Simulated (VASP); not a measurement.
# AlRu (Pm-3m) in VASP: single point with PBE

Aim: the single point of AlRu with PBE.

Everything below comes from runs of VASP 6.6.1. Logs are shortened: lines on timing, memory, paths and dates and some standing lists are left out, and cuts for length are marked.

## Step 1: The cell of the first run

It takes space group Pm-3m (No. 221, cubic). The conventional cell has a = 3.033 Å, b = 3.033 Å, c = 3.033 Å, α = 90.00°, β = 90.00°, γ = 90.00°. Ru (site symmetry m-3m) has 8 Al at 2.63 Å and 6 Ru at 3.03 Å within 3.5 Å. Within 3.5 Å of Al (site symmetry m-3m) lie 8 Ru at 2.63 Å and 6 Al at 3.03 Å.

## Step 2: Single point, PBE

Input file INCAR:

```
ALGO = Normal ; EDIFF = 1E-6
ENCUT = 520 ; GGA = PE
ISIF = 2 ; ISMEAR = -1
LASPH = True ; LCHARG = False
LREAL = False ; LWAVE = False
NBANDS = 16 ; NELM = 60
PREC = Accurate ; SIGMA = 0.1
```

Input file KPOINTS:

```
k-points
0
Gamma
  11 11 11
```

Input file POSCAR:

```
AlRu
1.0
    3.0327030000      0.0000000000      0.0000000000
    0.0000000000      3.0327030000      0.0000000000
    0.0000000000      0.0000000000      3.0327030000
Ru Al
1 1
Direct
    0.5000000000      0.5000000000      0.5000000000
    0.0000000000      0.0000000000      0.0000000000
```

Potentials or basis: VASP PAW PBE potentials, release 64 (Ru_pv, Al).

Launch:

```console
$ cat potpaw_PBE.64/Ru_pv/POTCAR potpaw_PBE.64/Al/POTCAR > POTCAR
$ mpirun -np 1 vasp_std > vasp.out
```

OUTCAR:

```text
EDIFF = 1E-6
   ENCUT = 520
   GGA = PE
   ISIF = 2
   ISMEAR = -1
   LASPH = True
   LREAL = False
   NELM = 60
   PREC = Accurate

 ion  position               nearest neighbor table
   1  0.500  0.500  0.500-   2 2.63   2 2.63   2 2.63   2 2.63   2 2.63   2 2.63   2 2.63   2 2.63

   2  0.000  0.000  0.000-   1 2.63   1 2.63   1 2.63   1 2.63   1 2.63   1 2.63   1 2.63   1 2.63

  LATTYP: Found a simple cubic cell.
 ALAT       =     3.0327030000

  Lattice vectors:

 A1 = (   3.0327030000,   0.0000000000,   0.0000000000)
 A2 = (   0.0000000000,   3.0327030000,   0.0000000000)
 A3 = (   0.0000000000,   0.0000000000,   3.0327030000)

Analysis of symmetry for initial positions (statically):
=====================================================================
 Subroutine PRICEL returns:
 Original cell was already a primitive cell.

 Routine SETGRP: Setting up the symmetry group for a
 simple cubic supercell.

 Subroutine GETGRP returns: Found 48 space group operations
 (whereof 48 operations were pure point group operations)
 out of a pool of 48 trial point group operations.

The static configuration has the point symmetry O_h .

Analysis of symmetry for dynamics (positions and initial velocities):
=====================================================================
 Subroutine PRICEL returns:
 Original cell was already a primitive cell.

 Routine SETGRP: Setting up the symmetry group for a
 simple cubic supercell.

 Subroutine GETGRP returns: Found 48 space group operations
 (whereof 48 operations were pure point group operations)
 out of a pool of 48 trial point group operations.

The dynamic configuration has the point symmetry O_h .

 Subroutine INISYM returns: Found 48 space group operations
 (whereof 48 operations are pure point group operations),
 and found     1 'primitive' translations

----------------------------------------------------------------------------------------

                                     Primitive cell

  volume of cell :      27.8926

  direct lattice vectors                    reciprocal lattice vectors
     3.032703000  0.000000000  0.000000000     0.329738850  0.000000000  0.000000000
     0.000000000  3.032703000  0.000000000     0.000000000  0.329738850  0.000000000
     0.000000000  0.000000000  3.032703000     0.000000000  0.000000000  0.329738850

  length of vectors
     3.032703000  3.032703000  3.032703000     0.329738850  0.329738850  0.329738850

  position of ions in fractional coordinates (direct lattice)
     0.500000000  0.500000000  0.500000000
     0.000000000  0.000000000  0.000000000

  ion indices of the primitive-cell ions
   primitive index   ion index
                 1           1
                 2           2

----------------------------------------------------------------------------------------

 KPOINTS: k-points

Automatic generation of k-mesh.
 Grid dimensions read from file:
 generate k-points for:   11   11   11

 Generating k-lattice:

  Cartesian coordinates                     Fractional coordinates (reciprocal lattice)
     0.029976259  0.000000000  0.000000000     0.090909091  0.000000000  0.000000000
     0.000000000  0.029976259  0.000000000     0.000000000  0.090909091  0.000000000
     0.000000000  0.000000000  0.029976259     0.000000000  0.000000000  0.090909091

  Length of vectors
     0.029976259  0.029976259  0.029976259

  Shift w.r.t. Gamma in fractional coordinates (k-lattice)
     0.000000000  0.000000000  0.000000000

 Subroutine IBZKPT returns following result:
 ===========================================

 Found     56 irreducible k-points:

 Following reciprocal coordinates:
            Coordinates               Weight
  0.000000  0.000000  0.000000      1.000000
  0.090909  0.000000  0.000000      6.000000
  0.181818  0.000000  0.000000      6.000000
  0.272727  0.000000  0.000000      6.000000
  0.363636  0.000000  0.000000      6.000000
  0.454545  0.000000  0.000000      6.000000
[... 16 lines left out ...]
  0.181818  0.090909  0.090909     24.000000
  0.272727  0.090909  0.090909     24.000000
 [... further k-points ...]
   k-points           NKPTS =     56   k-points in BZ     NKDIM =     56   number of bands    NBANDS=     16
   number of dos      NEDOS =    301   number of ions     NIONS =      2
   total plane-waves  NPLWV =  13824
   dimension x,y,z NGX =    24 NGY =   24 NGZ =   24
   dimension x,y,z NGXF=    48 NGYF=   48 NGZF=   48
   ions per type =               1   1
   NGX,Y,Z   is equivalent  to a cutoff of  13.16, 13.16, 13.16 a.u.
   NGXF,Y,Z  is equivalent  to a cutoff of  26.31, 26.31, 26.31 a.u.
 SYSTEM =  unknown system
   PREC   = accura    normal or accurate (medium, high low for compatibility)
   ISTART =      0    job   : 0-new  1-cont  2-samecut
   ICHARG =      2    charge: 1-file 2-atom 10-const
   ISPIN  =      1    spin polarized calculation?
   LNONCOLLINEAR =      F non collinear calculations
   LSORBIT =      F    spin-orbit coupling
   LASPH  =      T    aspherical Exc in radial PAW
   ENCUT  =  520.0 eV  38.22 Ry    6.18 a.u.   5.64  5.64  5.64*2*pi/ulx,y,z
   NELM   =     60;   NELMIN=  2; NELMDL= -5     # of ELM steps
   EDIFF  = 0.1E-05   stopping-criterion for ELM
   LREAL  =      F    real-space projection
   EDIFFG = 0.1E-04   stopping-criterion for IOM
   NSW    =      0    number of steps for IOM
   IBRION =     -1    ionic relax: 0-MD 1-quasi-New 2-CG
   NFREE  =      0    steps in history (QN), initial steepest desc. (CG)
   ISIF   =      2    stress and relaxation
   ISYM   =      2    0-nonsym 1-usesym 2-fastsym
   POTIM  = 0.5000    time-step for ionic-motion
   TEBEG  =    0.0;   TEEND  =   0.0 temperature during run
   PSTRESS=    0.0 pullay stress
   NELECT =      17.0000    total number of electrons
   NUPDOWN=      -1.0000    fix difference up-down
   EMIN   =  10.00;   EMAX   =-10.00  energy-range for DOS
   EFERMI =   0.00;   METHOD = LEGACY
   ISMEAR =    -1;   SIGMA  =   0.10  broadening in eV -4-tet -1-fermi 0-gaus
   EFERMI_NEDOS =   21; number of points for ismear=-14 and -15
   IALGO  =     38    algorithm
   IMIX   =      4    mixing-type and parameters
     AMIX     =   0.40;   BMIX     =  1.00
     AMIX_MAG =   1.60;   BMIX_MAG =  1.00
  volume/ion in A,a.u.               =      13.95        94.11
  Fermi-wavevector in a.u.,A,eV,Ry     =   1.388016  2.622971 26.212841  1.926589
  Thomas-Fermi vector in A             =   2.512183
   LORBIT       =      0    0 simple, 1 ext, 2 COOP (PROOUT), +10 PAW based schemes
   GGA     = PE    functional components
   LHFCALC =     F    Hartree Fock is set to
   AEXX    =    0.0000 exact exchange contribution
   IVDW    =     0    specifies the selected vdW correction
   LEPSILON=     F    determine dielectric tensor
   LRPA    =     F    only Hartree local field effects (RPA)
 non-spin polarized calculation
  energy-cutoff  :      520.00
  volume of cell :       27.89
 maximum number of plane-waves:       763
 NGX is ok and might be reduce to    24
   NGX = 11   NGY = 11   NGZ = 11

 number of electron      17.0000001 magnetization

 Free energy of the ion-electron system (eV)
  ---------------------------------------------------
  ext. energy  EPLUGINS =         0.00000000
  ---------------------------------------------------
  free energy    TOTEN  =       -14.26725828 eV

  energy without entropy =      -14.20924498  energy(sigma->0) =      -14.23825163

 E-fermi :  10.1563     XC(G=0): -12.3580

 val. band max:       10.1460117014   @ k =   0.4545   0.3636   0.2727
 cond. band min:      10.1653515753   @ k =   0.3636   0.3636   0.2727
 fundamental gap:      0.0193398738
 Fermi energy:        10.1562682772

 k-point     1 :       0.0000    0.0000    0.0000
  band No.  band energies     occupation
      1     -31.6090      2.00000
      2     -31.6090      2.00000
      3     -31.6090      2.00000
      4       0.7133      2.00000
      5       6.7990      2.00000
      6       6.7990      2.00000
[... 8 lines left out ...]
     15      22.2794      0.00000
     16      24.4908      0.00000

 k-point     2 :       0.0909    0.0000    0.0000
  band No.  band energies     occupation
      1     -31.6234      2.00000
      2     -31.6078      2.00000
      3     -31.6078      2.00000
      4       0.8662      2.00000
      5       6.8457      2.00000
      6       6.8515      2.00000
[... 8 lines left out ...]
     15      22.2799      0.00000
     16      25.0027      0.00000

 k-point     3 :       0.1818    0.0000    0.0000
  band No.  band energies     occupation
      1     -31.6617      2.00000
      2     -31.6046      2.00000
      3     -31.6046      2.00000
      4       1.3148      2.00000
      5       6.9119      2.00000
      6       6.9975      2.00000
[... 8 lines left out ...]
     15      22.2873      0.00000
     16      26.6142      0.00000

 k-point     4 :       0.2727    0.0000    0.0000
  band No.  band energies     occupation
      1     -31.7116      2.00000
      2     -31.6003      2.00000
      3     -31.6003      2.00000
      4       2.0292      2.00000
      5       6.7718      2.00000
      6       7.2019      2.00000
[... 8 lines left out ...]
     15      22.6719      0.00000
     16      25.7803      0.00000
[... 324 lines left out ...]
 k-point    22 :       0.0909    0.0909    0.0909
  band No.  band energies     occupation
      1     -31.6220      2.00000
      2     -31.6203      2.00000
      3     -31.6203      2.00000
      4       1.1665      2.00000
      5       6.9547      2.00000
      6       6.9547      2.00000
[... 8 lines left out ...]
     15      22.2801      0.00000
     16      25.8298      0.00000

 k-point    23 :       0.1818    0.0909    0.0909
  band No.  band energies     occupation
      1     -31.6590      2.00000
      2     -31.6180      2.00000
      3     -31.6170      2.00000
      4       1.6029      2.00000
      5       7.0454      2.00000
      6       7.0964      2.00000
[... 8 lines left out ...]
     15      22.6638      0.00000
     16      26.4288      0.00000

 k-point    24 :       0.2727    0.0909    0.0909
  band No.  band energies     occupation
      1     -31.7086      2.00000
      2     -31.6136      2.00000
      3     -31.6127      2.00000
      4       2.2949      2.00000
      5       6.8990      2.00000
      6       7.3006      2.00000
[... 8 lines left out ...]
     15      23.5827      0.00000
     16      24.6198      0.00000

 [... further k-points ...]

------------------------ aborting loop because EDIFF is reached ----------------------------------------

  FORCE on cell =-STRESS in cart. coord.  units (eV):
  Direction    XX          YY          ZZ          XY          YZ          ZX
  --------------------------------------------------------------------------------------
  -------------------------------------------------------------------------------------
  Total       -0.9170782     -0.9170782     -0.9170782      0.0000000      0.0000000      0.0000000
  in kB      -52.6777611    -52.6777611    -52.6777611      0.0000000      0.0000000      0.0000000
  external PRESSURE =     -52.6777611 kB  Pullay stress =       0.0000000 kB

 VOLUME and BASIS-vectors are now :
 -----------------------------------------------------------------------------
  energy-cutoff  :      520.00
  volume of cell :       27.89
      direct lattice vectors                 reciprocal lattice vectors
     3.032703000  0.000000000  0.000000000     0.329738850  0.000000000  0.000000000
     0.000000000  3.032703000  0.000000000     0.000000000  0.329738850  0.000000000
     0.000000000  0.000000000  3.032703000     0.000000000  0.000000000  0.329738850

 POSITION                                       TOTAL-FORCE (eV/Angst)
 -----------------------------------------------------------------------------------
      1.51635      1.51635      1.51635         0.000000      0.000000      0.000000
      0.00000      0.00000      0.00000         0.000000      0.000000      0.000000
 -----------------------------------------------------------------------------------
    total drift:                                0.000000     -0.000000     -0.000000

  FREE ENERGIE OF THE ION-ELECTRON SYSTEM (eV)
  ---------------------------------------------------
  free  energy   TOTEN  =       -14.2672582836 eV

  energy  without entropy=      -14.2092449797  energy(sigma->0) =      -14.23825163
```

Run time: 12 s. Hardware: 1 thread of Intel Xeon Platinum 8488C (Sapphire Rapids), shared host; peak memory 0.15 GiB.

Results:

| Item | Value |
| --- | --- |
| Free energy | -14.2673 eV |
| Pressure | -5.3 GPa |
